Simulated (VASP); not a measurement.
A run of VASP 6.6.1 is set up as follows.

The input INCAR:

```
PREC = Accurate
ENCUT = 600
EDIFF = 1E-6
ISMEAR = 0
SIGMA = 0.01
LREAL = False
LASPH = True
NELM = 120
ALGO = Normal
ISIF = 2
LWAVE = False
LCHARG = False
GGA = PE
NBANDS = 11
GGA_COMPAT = False
```

The input KPOINTS:

```
regular mesh
0
Gamma
  8 8 8
```

File POSCAR:

```
AlN
1.0
    0.0000000000      2.1888380923      2.1888380923
    2.1888380923      0.0000000000      2.1888380923
    2.1888380923      2.1888380923      0.0000000000
Al N
1 1
Direct
    0.0000000000      0.0000000000      0.0000000000
    0.7500000000      0.7500000000      0.7500000000
```

Potentials or basis: VASP PAW PBE potentials, release 64 (Al, N).

Command:

```console
$ cat potpaw_PBE.64/Al/POTCAR potpaw_PBE.64/N/POTCAR > POTCAR
$ mpirun -np 1 vasp_std > vasp.out
```

Problem. Predict the band gap on the k mesh.

Solution. 3.31 eV, indirect (least direct gap 4.14 eV).

Problem. Predict the pressure.

Solution. 3.1 GPa.

A k mesh can miss the band edges. A hybrid or GW would open this gap; PBE tends to underestimate it.
